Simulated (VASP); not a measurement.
Crystal: CdTeS4.

```
CELL_PARAMETERS angstrom
3.44561 0.00000 0.00000
-1.72281 2.98399 0.00000
0.00000 0.00000 13.65565
ATOMIC_POSITIONS crystal
Cd 0.00000 0.00000 0.50000
Te 0.66667 0.33333 0.00000
S 0.66667 0.33333 0.62764
S 0.00000 0.00000 0.87715
S 0.00000 0.00000 0.12285
S 0.66667 0.33333 0.37236
```

The cell was built from a structure type or drawn by symmetry, and may not be a known phase.

```yaml
Program: VASP 6.6.1
Task: relaxation of cell and atoms
Functional: PBE
Potentials_or_basis: VASP PAW PBE potentials, release 64 (Cd, Te, S)
Cutoff: 600 eV
k_mesh: 6 × 6 × 2
Occupations: gaussian, width 0.1 eV
Spin: no spin polarisation
```

At the start: pressure 6.3 GPa; volume 23.40 Å³/atom.

Problem. How do energy, volume and symmetry change on relaxing?

Solution. Over 19 steps the energy falls by 173.5 meV/atom and the volume is 26.94 Å³/atom (+15.1 %); space group P-6m2 (No. 187, to 0.1 Å) before and after.

The path:
```tsv
step	energy change (eV)	largest force (eV/Å)	pressure (GPa)	volume (Å³)
1	0.0000	1.3225	6.35	140.40
2	-0.1582	0.7069	-3.03	160.10
3	-0.2611	0.3415	0.00	151.92
4	-0.2912	0.3207	-0.02	152.72
5	-0.3831	0.4615	-0.13	154.97
6	-0.5535	0.5299	-0.23	158.79
7	-0.7518	1.3727	0.13	163.34
8	-0.6470	0.8651	-0.40	160.62
9	-0.8088	1.0345	-0.39	162.25
10	-0.8225	1.1993	-0.27	162.87
11	-0.8261	1.1431	-0.33	162.68
12	-0.8449	1.1115	-0.36	163.12
13	-0.8571	1.0530	-0.38	163.96
14	-0.8860	0.9551	-0.37	163.80
15	-0.9572	0.6747	-0.33	163.34
16	-1.0321	0.1627	-0.16	162.36
17	-1.0375	0.1833	-0.08	162.02
18	-1.0396	0.1133	-0.11	161.89
19	-1.0412	0.0081	-0.18	161.65
```

Final structure:
```xyz
6
Lattice="3.9888 0.0000 0.0000 -1.9944 3.4544 0.0000 0.0000 0.0000 11.7319" Properties=species:S:1:pos:R:3 pbc="T T T"
Cd   -1.9944    3.4544    5.8659
Te    1.9944    1.1515    0.0000
S     1.9944    1.1515    7.0513
S    -1.9944    3.4544   10.1035
S    -1.9944    3.4544    1.6284
S     1.9944    1.1515    4.6806
```

Caveat: the volume moved by over 15 % at a fixed basis, so the end points are rough.
